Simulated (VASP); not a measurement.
Set up this calculation in VASP 6.6.1, as the native input.

```yaml
Task: relaxation of cell and atoms
Functional: PBEsol
Potentials_or_basis: VASP PAW PBE potentials, release 64 (Mo_sv, Bi_d)
Cutoff: 600 eV
k_mesh: 14 × 14 × 14
Occupations: fermi-dirac, width 0.1 eV
Spin: no spin polarisation
Target_pressure: 400 GPa
Dipole_correction: no
Further_INCAR_settings: ALGO = Normal; EDIFF = 1e-06; IBRION = 2; EDIFFG = -0.005; NSW = 32; ISIF = 3
```

The structure of BiMo (CsCl type) lies in POSCAR:

```
BiMo
1.0
    2.7500774632      0.0000000000      0.0000000000
    0.0000000000      2.7500774632      0.0000000000
    0.0000000000      0.0000000000      2.7500774632
Mo Bi
1 1
Direct
    0.0000000000      0.0000000000      0.0000000000
    0.5000000000      0.5000000000      0.5000000000
```

The input as run:

INCAR

```
SYSTEM = BiMo
ALGO = Normal
EDIFF = 1E-6
EDIFFG = -0.005
ENCUT = 600
GGA = PS
IBRION = 2
ISIF = 3
ISMEAR = -1
LASPH = .TRUE.
LCHARG = .FALSE.
LREAL = .FALSE.
LWAVE = .FALSE.
NELM = 80
NSW = 32
PREC = Accurate
PSTRESS = 4000.0
SIGMA = 0.1
```

KPOINTS

```
k-points
0
G
  14 14 14
  0 0 0
```

Potentials or basis: VASP PAW PBE potentials, release 64 (Mo_sv, Bi_d).

Launch:

```sh
$ cat potpaw_PBE.64/Mo_sv/POTCAR potpaw_PBE.64/Bi_d/POTCAR > POTCAR
$ mpirun -np 1 vasp_std > vasp.out
```

It gave:

- Relaxed volume: 10.43 Å³/atom
- Relaxed cell: a = 2.752 Å, b = 2.752 Å, c = 2.752 Å, α = 90.00°, β = 90.00°, γ = 90.00°
- Space group after relaxing (to 0.05 Å): Pm-3m (No. 221)
- Energy change on relaxing (the enthalpy is what falls): -64.6 meV/atom
- Ionic steps: 3
- Pressure after relaxing: 400.0 GPa

Caveat: the cell is relaxed towards a set pressure, so the enthalpy falls and the energy may rise; the PAW data sets were made with another functional, which shifts forces and pressure a little.

It took 4.6 min on 1 thread of AMD EPYC 7R13 (shared host), peak memory 0.16 GiB.
